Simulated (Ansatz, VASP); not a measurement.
# Two plane-wave programs on BN

Contents of INCAR:

```
SYSTEM = BN
PREC     = Accurate       ! precision mode
ENCUT    = 520            ! plane-wave cutoff, eV
EDIFF    = 1E-7           ! SCF threshold, eV
ISMEAR   = 0              ! smearing method
SIGMA    = 0.05           ! smearing width, eV
LREAL    = .FALSE.        ! projectors in reciprocal space
LASPH    = .TRUE.         ! aspherical terms in the spheres
NELM     = 80             ! most SCF steps
ALGO     = Normal         ! electronic algorithm
ISIF     = 2              ! what is computed and relaxed
LWAVE    = .FALSE.        ! write WAVECAR
LCHARG   = .FALSE.        ! write CHGCAR
GGA      = CA             ! functional
NBANDS   = 16             ! bands
```

KPOINTS

```
Automatic mesh
0
G
  12 12 4
  0 0 0
```

The input POSCAR:

```
BN
1.0
    2.5039917043      0.0000000000      0.0000000000
   -1.2519958522      2.1685204268      0.0000000000
    0.0000000000      0.0000000000      6.6612000000
B N
2 2
Direct
    0.2798816352      0.6275373079      0.2500000000
    0.7201183648      0.3724626921      0.7500000000
    0.3867336457      0.7057584085      0.7500000000
    0.6132663543      0.2942415915      0.2500000000
```

Input for Ansatz:

```yaml
crystal:
  lattice:
    - [2.5039917043, 0.0, 0.0]
    - [-1.2519958522, 2.1685204268, 0.0]
    - [0.0, 0.0, 6.6612]
  atoms:
    - { symbol: B, position: [0.2798816352, 0.6275373079, 0.25] }
    - { symbol: B, position: [0.7201183648, 0.3724626921, 0.75] }
    - { symbol: "N", position: [0.3867336457, 0.7057584085, 0.75] }
    - { symbol: "N", position: [0.6132663543, 0.2942415915, 0.25] }
basis:
  ecutwfc: 420
kpoints:
  mp_grid: { grid: [12, 12, 4] }
hamiltonian:
  xc: lda
scf:
  occupations: { method: gaussian, width: 0.05 }
output:
  forces: true
  stress: true
  eigenvalues: true
```

Change from the starting cell: mode 4 (44.4 1/cm) frozen in, largest displacement -0.120 Å.

Alike in both runs: task single point; functional LDA; k mesh 12 × 12 × 4; occupations gaussian, width 0.05 eV; no spin polarisation.

|  | VASP | Ansatz |
| --- | --- | --- |
| version | VASP 6.6.1 | Ansatz 0.2.0 |
| potentials or method | VASP PAW LDA potentials, release 64 (B, N), cutoff 520 eV | scalar-relativistic, plane waves, PAW |
| valence electrons in the cell | 16 | 16 |

```tsv
	VASP	Ansatz	Ansatz less VASP
gap on the k mesh at the Fermi level (eV)	3.64	3.66	+0.017
least direct gap on the mesh (eV)	4.02	4.03	+0.015
pressure (GPa)	-4.2	-4.6	-0.44
traceless stress, the component that is largest in VASP (GPa)	3.46	4.06	+0.596
rms of the force components (eV/Å)	0.006	0.006	0.0000
```

LDA's correlation is that of Perdew and Zunger in VASP and of Perdew and Wang (1992) in Ansatz. Atom by atom the forces differ by 0.000 eV/Å (rms over components).
